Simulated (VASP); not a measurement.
Al12O, 13 atoms in the cell. The cell holds a slab with vacuum, 13 atoms: a = 5.714 Å, b = 5.714 Å, c = 20.102 Å, α = 90.00°, β = 90.00°, γ = 120.00°. 

| Item | Value |
| --- | --- |
| Program | VASP 6.6.1 |
| Task | single point |
| Functional | PBE |
| Potentials or basis | VASP PAW PBE potentials, release 64 (Al, O) |
| Cutoff | 520 eV |
| k mesh | 6 × 6 × 1 |
| Occupations | gaussian, width 0.1 eV |
| Spin | no spin polarisation |
| Dipole correction | yes |
| Further INCAR settings | ALGO = Normal; EDIFF = 1e-06; NBANDS = 33 |

Potentials or basis: VASP PAW PBE potentials, release 64 (Al, O).

The run is started by

```bash
$ cat potpaw_PBE.64/Al/POTCAR potpaw_PBE.64/O/POTCAR > POTCAR
$ mpirun -np 1 vasp_std > vasp.out
```

Hardware: 1 thread of Intel Xeon 8259CL (shared host).

Task: How long does it take, and how much memory?

Result: Wall time 20 min on 1 thread of Intel Xeon 8259CL (shared host), peak memory 0.71 GiB. Counts: scf iterations 26, k points 20.
